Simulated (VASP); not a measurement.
A run of VASP 6.6.1:

File POSCAR:

```
BaTiO3
1.0
    2.8273666084      1.6323808724      2.3183934932
   -2.8273666084      1.6323808724      2.3183934932
    0.0000000000     -3.2647617449      2.3183934932
Ba Ti O
1 1 3
Direct
    0.0000000000      0.0000000000      0.0000000000
    0.4845000000      0.4845000000      0.4845000000
    0.5086000000      0.0175000000      0.5086000000
    0.0175000000      0.5086000000      0.5086000000
    0.5086000000      0.5086000000      0.0175000000
```

The input INCAR.step1:

```
SYSTEM = BaTiO3
ALGO     = Normal         ! electronic algorithm
EDIFF    = 1E-6           ! SCF threshold, eV
ENCUT    = 520            ! plane-wave cutoff, eV
GGA      = RE             ! functional
ISIF     = 2              ! what is computed and relaxed
ISMEAR   = -1             ! smearing method
LASPH    = .True.         ! aspherical terms in the spheres
LCHARG   = .True.         ! write CHGCAR
LMAXMIX  = 4              ! l up to which the mixer works
LREAL    = .False.        ! projectors in reciprocal space
LWAVE    = .False.        ! write WAVECAR
NBANDS   = 28             ! bands
NELM     = 80             ! most SCF steps
PREC     = Accurate       ! precision mode
SIGMA    = 0.05           ! smearing width, eV
```

Contents of KPOINTS.step1:

```
k-points
0
Gamma
  7 7 7
  0 0 0
```

INCAR.step2

```
SYSTEM = BaTiO3
ALGO     = Normal         ! electronic algorithm
EDIFF    = 1E-6           ! SCF threshold, eV
ENCUT    = 520            ! plane-wave cutoff, eV
GGA      = RE             ! functional
ICHARG   = 11             ! starting density
ISIF     = 2              ! what is computed and relaxed
ISMEAR   = -5             ! smearing method
LASPH    = .True.         ! aspherical terms in the spheres
LCHARG   = .False.        ! write CHGCAR
LMAXMIX  = 4              ! l up to which the mixer works
LORBIT   = 11             ! projections on sites
LREAL    = .False.        ! projectors in reciprocal space
LWAVE    = .False.        ! write WAVECAR
NEDOS    = 2001           ! points of the DOS
NELM     = 80             ! most SCF steps
PREC     = Accurate       ! precision mode
SIGMA    = 0.05           ! smearing width, eV
```

File KPOINTS.step2:

```
k-points
0
Gamma
  11 11 11
  0 0 0
```

Potentials or basis: VASP PAW PBE potentials, release 64 (Ba_sv, Ti_sv, O).

Launch:

```bash
$ cat potpaw_PBE.64/Ba_sv/POTCAR potpaw_PBE.64/Ti_sv/POTCAR potpaw_PBE.64/O/POTCAR > POTCAR
$ cp INCAR.step1 INCAR
$ cp KPOINTS.step1 KPOINTS
$ mpirun -np 1 vasp_std > vasp.out
$ cp INCAR.step2 INCAR
$ cp KPOINTS.step2 KPOINTS
$ mpirun -np 1 vasp_std > vasp.out
```

Hardware: 1 thread of AMD EPYC 7R13 (shared host).

Q: How long does it take, and how much memory?

A: Wall time 5.9 min on 1 thread of AMD EPYC 7R13, on a shared host, peak memory 0.31 GiB. Counts: k points 146.
